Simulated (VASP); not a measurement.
# MoSe2 (P6_3/mmc) in VASP: a series of runs, part 2 of 2

VASP 6.6.1. The steps go on from the part before.

**3. Single point, revPBE+D4, collinear spin (19.33 Å³/atom)**

Contents of INCAR:

```
SYSTEM = MoSe2
ALGO = Normal ; EDIFF = 1E-6
ENCUT = 500 ; GGA = RE
GGA_COMPAT = .False. ; ISIF = 2
ISMEAR = 0 ; ISPIN = 2
IVDW = 13 ; LASPH = .True.
LCHARG = .True. ; LELF = .True.
LMAXMIX = 4 ; LORBIT = 11
LREAL = .False. ; LVHAR = .True.
LWAVE = .False. ; MAGMOM = 0.05 0.05 0 0 0 0
NBANDS = 39 ; NELM = 200
PREC = Accurate ; SIGMA = 0.05
```

Contents of KPOINTS:

```
k-points
0
Gamma
  8 8 2
  0 0 0
```

Contents of POSCAR:

```
MoSe2
1.0
    3.2666886913      0.0000000000      0.0000000000
   -1.6333443456      2.8290353929      0.0000000000
    0.0000000000      0.0000000000     12.5528812042
Mo Se
2 4
Direct
    0.3333333333      0.6666666667      0.2500000000
    0.6666666667      0.3333333333      0.7500000000
    0.3333333333      0.6666666667      0.6164121973
    0.6666666667      0.3333333333      0.1164121973
    0.3333333333      0.6666666667      0.8835878027
    0.6666666667      0.3333333333      0.3835878027
```

Potentials or basis: VASP PAW PBE potentials, release 64 (Mo_sv, Se).

Command:

```sh
$ cat potpaw_PBE.64/Mo_sv/POTCAR potpaw_PBE.64/Se/POTCAR > POTCAR
$ mpirun -np 1 vasp_std > vasp.out
```

OUTCAR:

```text
SYSTEM = MoSe2
   EDIFF = 1E-6
   ENCUT = 500
   GGA = RE
   ISIF = 2
   ISMEAR = 0
   ISPIN = 2
   IVDW = 13
   LASPH = .True.
   LORBIT = 11
   LREAL = .False.
   NELM = 200
   PREC = Accurate

 ion  position               nearest neighbor table
   1  0.333  0.667  0.250-   4 2.52   6 2.52   4 2.52   6 2.52   4 2.52   6 2.52
   2  0.667  0.333  0.750-   3 2.52   5 2.52   3 2.52   5 2.52   3 2.52   5 2.52
   3  0.333  0.667  0.616-   2 2.52   2 2.52   2 2.52
   4  0.667  0.333  0.116-   1 2.52   1 2.52   1 2.52
   5  0.333  0.667  0.884-   2 2.52   2 2.52   2 2.52
   6  0.667  0.333  0.384-   1 2.52   1 2.52   1 2.52

  LATTYP: Found a hexagonal cell.
 ALAT       =     3.2666886913
 C/A-ratio  =     3.8426928276

  Lattice vectors:

 A1 = (   3.2666886913,   0.0000000000,   0.0000000000)
 A2 = (  -1.6333443456,   2.8290353929,   0.0000000000)
 A3 = (   0.0000000000,   0.0000000000,  12.5528812042)

Analysis of symmetry for initial positions (statically):
=====================================================================
 Subroutine PRICEL returns:
 Original cell was already a primitive cell.

 Routine SETGRP: Setting up the symmetry group for a
 hexagonal supercell.

 Subroutine GETGRP returns: Found 24 space group operations
 (whereof 12 operations were pure point group operations)
 out of a pool of 24 trial point group operations.

The static configuration has the point symmetry D_3d.
 The point group associated with its full space group is D_6h.

Analysis of symmetry for dynamics (positions and initial velocities):
=====================================================================
 Subroutine PRICEL returns:
 Original cell was already a primitive cell.

 Routine SETGRP: Setting up the symmetry group for a
 hexagonal supercell.

 Subroutine GETGRP returns: Found 24 space group operations
 (whereof 12 operations were pure point group operations)
 out of a pool of 24 trial point group operations.

The dynamic configuration has the point symmetry D_3d.
 The point group associated with its full space group is D_6h.

Analysis of structural, dynamic, and magnetic symmetry:
=====================================================================
 Subroutine PRICEL returns:
 Original cell was already a primitive cell.

 Routine SETGRP: Setting up the symmetry group for a
 hexagonal supercell.

 Subroutine GETGRP returns: Found 24 space group operations
 (whereof 12 operations were pure point group operations)
 out of a pool of 24 trial point group operations.

The overall configuration has the point symmetry D_3d.
 The point group associated with its full space group is D_6h.

 Subroutine INISYM returns: Found 24 space group operations
 (whereof 12 operations are pure point group operations),
 and found     1 'primitive' translations

----------------------------------------------------------------------------------------

                                     Primitive cell

  volume of cell :     116.0084

  direct lattice vectors                    reciprocal lattice vectors
     3.266688691  0.000000000  0.000000000     0.306120385  0.176738687  0.000000000
    -1.633344346  2.829035393  0.000000000     0.000000000  0.353477373  0.000000000
     0.000000000  0.000000000 12.552881204     0.000000000  0.000000000  0.079662986

  length of vectors
[... 94 lines left out ...]
   TEBEG  =    0.0;   TEEND  =   0.0 temperature during run
   PSTRESS=    0.0 pullay stress
   NELECT =      52.0000    total number of electrons
   NUPDOWN=      -1.0000    fix difference up-down
   EMIN   =  10.00;   EMAX   =-10.00  energy-range for DOS
   EFERMI =   0.00;   METHOD = LEGACY
   ISMEAR =     0;   SIGMA  =   0.05  broadening in eV -4-tet -1-fermi 0-gaus
   EFERMI_NEDOS =   21; number of points for ismear=-14 and -15
   IALGO  =     38    algorithm
   IMIX   =      4    mixing-type and parameters
     AMIX     =   0.40;   BMIX     =  1.00
     AMIX_MAG =   1.60;   BMIX_MAG =  1.00
  volume/ion in A,a.u.               =      19.33       130.48
  Fermi-wavevector in a.u.,A,eV,Ry     =   1.252889  2.367618 21.357501  1.569732
  Thomas-Fermi vector in A             =   2.386768
   LORBIT       =     11    0 simple, 1 ext, 2 COOP (PROOUT), +10 PAW based schemes
   GGA     = RE    functional components
   LHFCALC =     F    Hartree Fock is set to
   AEXX    =    0.0000 exact exchange contribution
   IVDW    =    13    specifies the selected vdW correction
   LEPSILON=     F    determine dielectric tensor
   LRPA    =     F    only Hartree local field effects (RPA)
 spin polarized calculation
 Gauss-broadening in eV      SIGMA  =   0.05
  energy-cutoff  :      500.00
  volume of cell :      116.01
 maximum number of plane-waves:      2982
 NGX is ok and might be reduce to    24
   NGX = 11   NGY = 11   NGZ = 45

 number of electron      51.9999995 magnetization       0.0000481

 number of electron      51.9999995 magnetization      -0.0000083

 Free energy of the ion-electron system (eV)
  ---------------------------------------------------
  ext. energy  EPLUGINS =         0.00000000
  ---------------------------------------------------
  free energy    TOTEN  =       -37.43679244 eV

  energy without entropy =      -37.43679244  energy(sigma->0) =      -37.43679244

 E-fermi :   7.3199     XC(G=0): -10.8851

 val. band max:        7.0820399971   @ k =   0.0000   0.0000   0.0000
 cond. band min:       7.8649074489   @ k =   0.2500   0.1250   0.0000
 fundamental gap:      0.7828674518
 Fermi energy:         7.3199267463

 spin component 1

 k-point     1 :       0.0000    0.0000    0.0000
  band No.  band energies     occupation
      1     -54.1602      1.00000
      2     -54.1602      1.00000
      3     -28.3360      1.00000
      4     -28.3359      1.00000
      5     -28.1307      1.00000
      6     -28.1307      1.00000
[... 809 lines left out ...]
     37      14.5318      0.00000
     38      14.5318      0.00000
 Fermi energy:         7.3199267463

 spin component 2

 k-point     1 :       0.0000    0.0000    0.0000
  band No.  band energies     occupation
      1     -54.1602      1.00000
      2     -54.1602      1.00000
      3     -28.3360      1.00000
      4     -28.3359      1.00000
      5     -28.1307      1.00000
      6     -28.1307      1.00000
[... 809 lines left out ...]
     37      14.5318      0.00000
     38      14.5318      0.00000
 [bands above 38 left out]

------------------------ aborting loop because EDIFF is reached ----------------------------------------

  DFT-D4 for vdW energy calculation

  Edisp (eV):   -5.07303

  FORCE on cell =-STRESS in cart. coord.  units (eV):
  Direction    XX          YY          ZZ          XY          YZ          ZX
  --------------------------------------------------------------------------------------
  -------------------------------------------------------------------------------------
  Total       0.17152     0.17152     0.21885     0.00000     0.00000     0.00000
  in kB       2.36887     2.36887     3.02258     0.00000     0.00000     0.00000
  external pressure =        2.59 kB  Pullay stress =        0.00 kB

 VOLUME and BASIS-vectors are now :
 -----------------------------------------------------------------------------
  energy-cutoff  :      500.00
  volume of cell :      116.01
      direct lattice vectors                 reciprocal lattice vectors
     3.266688691  0.000000000  0.000000000     0.306120385  0.176738687  0.000000000
    -1.633344346  2.829035393  0.000000000     0.000000000  0.353477373  0.000000000
     0.000000000  0.000000000 12.552881204     0.000000000  0.000000000  0.079662986

 POSITION                                       TOTAL-FORCE (eV/Angst)
 -----------------------------------------------------------------------------------
     -0.00000      1.88602      3.13822         0.000000     -0.000000     -0.000000
      1.63334      0.94301      9.41466        -0.000000      0.000000     -0.000000
     -0.00000      1.88602      7.73775        -0.000000     -0.000000     -0.025018
      1.63334      0.94301      1.46131         0.000000     -0.000000     -0.025018
     -0.00000      1.88602     11.09157        -0.000000     -0.000000      0.025018
      1.63334      0.94301      4.81513         0.000000     -0.000000      0.025018
 -----------------------------------------------------------------------------------
    total drift:                                0.000000     -0.000000      0.000000

  FREE ENERGIE OF THE ION-ELECTRON SYSTEM (eV)
  ---------------------------------------------------
  free  energy   TOTEN  =       -42.5098192938 eV

  energy  without entropy=      -42.5098192938  energy(sigma->0) =      -42.50981929

 total charge

# of ion       s       p       d       tot
------------------------------------------
    1        2.274   6.190   3.962  12.426
    2        2.274   6.190   3.962  12.426
    3        1.481   2.337   0.067   3.885
    4        1.481   2.337   0.067   3.885
    5        1.481   2.337   0.067   3.885
    6        1.481   2.337   0.067   3.885
--------------------------------------------------
tot         10.472  21.725   8.194  40.391

 magnetization (x)

# of ion       s       p       d       tot
------------------------------------------
    1        0.000   0.000   0.000   0.000
    2        0.000   0.000   0.000   0.000
    3        0.000  -0.000   0.000   0.000
    4        0.000  -0.000   0.000   0.000
    5        0.000  -0.000   0.000   0.000
    6        0.000  -0.000   0.000   0.000
--------------------------------------------------
tot          0.000   0.000   0.000   0.000
```

Run time: 3.8 min. Hardware: 1 thread of Oxide Virtual Turin-like, shared host; peak memory 0.3 GiB.

Results:

```yaml
Free_energy: -42.5098 eV
Pressure: 0.3 GPa
Largest_force: 0.025 eV/Å
Band_gap_on_the_k_mesh: 0.78 eV (least direct gap 1.66 eV)
Net_moment: 0.00 μB per cell
Valence_electrons_inside_the_program's_atomic_spheres: Mo 12.43; Se 3.88
Dispersion_energy_per_atom: -0.846 eV
```

Forces on the atoms (eV/Å):
```
Mo   0.000  0.000  0.000
Mo   0.000  0.000  0.000
Se   0.000  0.000 -0.025
Se   0.000  0.000 -0.025
Se   0.000  0.000  0.025
Se   0.000  0.000  0.025
```

Caveat: the PAW data sets were made with another functional, which shifts forces and pressure a little.

**4. Single point, LDA, collinear spin (19.37 Å³/atom)**

This run uses another cell than the first one, of 19.37 Å³/atom.

Contents of INCAR:

```
SYSTEM = MoSe2
PREC = Accurate
ENCUT = 500
EDIFF = 1E-6
ISMEAR = 0
SIGMA = 0.05
LREAL = .False.
LASPH = .True.
NELM = 200
ALGO = Normal
ISIF = 2
LWAVE = .False.
LCHARG = .True.
ISPIN = 2
MAGMOM = 0.05 0.05 0 0 0 0
LORBIT = 11
LMAXMIX = 4
LELF = .True.
LVHAR = .True.
NBANDS = 39
GGA_COMPAT = .False.
```

Contents of KPOINTS:

```
Automatic mesh
0
Gamma
  8 8 2
  0 0 0
```

Contents of POSCAR:

```
MoSe2
1.0
    3.2477294073      0.0000000000      0.0000000000
   -1.6238647037      2.8126161713      0.0000000000
    0.0000000000      0.0000000000     12.7260830093
Mo Se
2 4
Direct
    0.3333333333      0.6666666667      0.2500000000
    0.6666666667      0.3333333333      0.7500000000
    0.3333333333      0.6666666667      0.6197596877
    0.6666666667      0.3333333333      0.1197596877
    0.3333333333      0.6666666667      0.8802403123
    0.6666666667      0.3333333333      0.3802403123
```

Potentials or basis: VASP PAW LDA potentials, release 64 (Mo_sv, Se).

Command:

```sh
$ cat potpaw_LDA.64/Mo_sv/POTCAR potpaw_LDA.64/Se/POTCAR > POTCAR
$ mpirun -np 1 vasp_std > vasp.out
```

It took 3.5 min on 1 thread of Oxide Virtual Turin-like, shared host; peak memory 0.24 GiB.

It converged, with:

```
Free energy                                           : -45.2673 eV
Pressure                                              : 0.7 GPa
Largest force                                         : 0.076 eV/Å
Band gap on the k mesh                                : 0.81 eV (least direct gap 1.72 eV)
Net moment                                            : 0.00 μB per cell
Valence electrons inside the program's atomic spheres : Mo 12.50; Se 3.90
```

Forces in eV/Å, atoms in the order of the input:
```
Mo   0.000  0.000  0.000
Mo   0.000  0.000  0.000
Se   0.000  0.000 -0.076
Se   0.000  0.000 -0.076
Se   0.000  0.000  0.076
Se   0.000  0.000  0.076
```

Stress tensor (GPa, compression positive):
```
0.60 0.00 0.00
0.00 0.60 0.00
0.00 0.00 0.79
```

Levels at points of the mesh, in eV from the valence-band top:
Spin up:
```csv
k point,band 24,band 25,band 26,band 27,band 28,band 29
"(0.00, 0.00, 0.00)",-1.28,-0.74,0.00,2.55,2.55,2.63
"(0.50, 0.00, 0.00)",-1.17,-1.17,-0.87,1.60,1.65,1.82
"(0.00, 0.00, 0.50)",-1.57,-0.18,-0.18,2.57,2.57,2.57
"(0.50, 0.00, 0.50)",-1.21,-1.02,-1.02,1.62,1.62,2.04
```
Spin down:
```tsv
k point	band 24	band 25	band 26	band 27	band 28	band 29
(0.00, 0.00, 0.00)	-1.28	-0.74	0.00	2.55	2.55	2.63
(0.50, 0.00, 0.00)	-1.17	-1.17	-0.87	1.60	1.65	1.82
(0.00, 0.00, 0.50)	-1.57	-0.18	-0.18	2.57	2.57	2.57
(0.50, 0.00, 0.50)	-1.21	-1.02	-1.02	1.62	1.62	2.04
```

A k mesh can miss the band edges. LDA gaps usually lie below the measured ones, often by a third to a half.

**5. Overview**

```tsv
level	potentials or basis	cell	gap on the mesh (eV)	pressure (GPa)	moment (μB)	largest force (eV/Å)
PBE+D3(BJ)	VASP PAW PBE potentials, release 64 (Mo_sv, Se)	a = 3.263, b = 3.263, c = 12.571 Å, angles 90.0, 90.0, 120.0°, 6 atoms, atomic positions A	0.77	1.4	0.00	0.03
revPBE+D4	VASP PAW PBE potentials, release 64 (Mo_sv, Se)	a = 3.267, b = 3.267, c = 12.553 Å, angles 90.0, 90.0, 120.0°, 6 atoms, atomic positions B	0.78	0.3	0.00	0.03
LDA	VASP PAW LDA potentials, release 64 (Mo_sv, Se)	a = 3.248, b = 3.248, c = 12.726 Å, angles 90.0, 90.0, 120.0°, 6 atoms, atomic positions C	0.81	0.7	0.00	0.08
```

Alike in all rows: task single point; spin collinear; k mesh 8 × 8 × 2; cutoff (eV) 500; smearing gaussian 0.05 eV.

Caveats: the PAW data sets were made with another functional, which shifts forces and pressure a little (at least some runs).

Absolute energies hang on the potentials; compare differences alone.
